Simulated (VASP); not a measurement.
**Ti: single point with PBE**

Ti:

```
Ti
1.0
    -1.60750    1.60750    1.60750
     1.60750   -1.60750    1.60750
     1.60750    1.60750   -1.60750
Ti
1
Direct
  0.00000 0.00000 0.00000
```

This cell differs from its parent crystal: volume scaled by 0.94.

| Property | Result |
| --- | --- |
| Program | VASP 6.6.1 |
| Task | single point |
| Functional | PBE |
| Potentials or basis | VASP PAW PBE potentials, release 64 (Ti_sv) |
| Cutoff | 520 eV |
| k mesh | 14 × 14 × 14 |
| Occupations | fermi-dirac, width 0.05 eV |
| Spin | no spin polarisation |

```yaml
Pressure: 4.0 GPa
Band_gap_on_the_k_mesh: zero (band 6 reaches 9.58 eV, above the bottom of band 7 at 7.87 eV)
```

Levels at points of the mesh, in eV from the Fermi level:
```csv
k point,band 2,band 3,band 4,band 5,band 6,band 7,band 8,band 9,band 10,band 11
"(0.00, 0.00, 0.00)",-32.24,-32.24,-32.24,-6.04,1.04,1.04,1.04,2.89,2.89,17.74
"(0.50, 0.00, 0.00)",-33.01,-32.48,-32.24,-2.55,-0.43,1.29,2.89,3.26,4.52,9.28
"(0.50, 0.50, 0.50)",-32.77,-32.77,-32.77,-2.25,-2.25,4.15,4.15,4.15,8.76,8.76
```

Run time: 18 s on 1 thread of Intel Xeon 8259CL, on a shared host, peak memory 0.15 GiB.
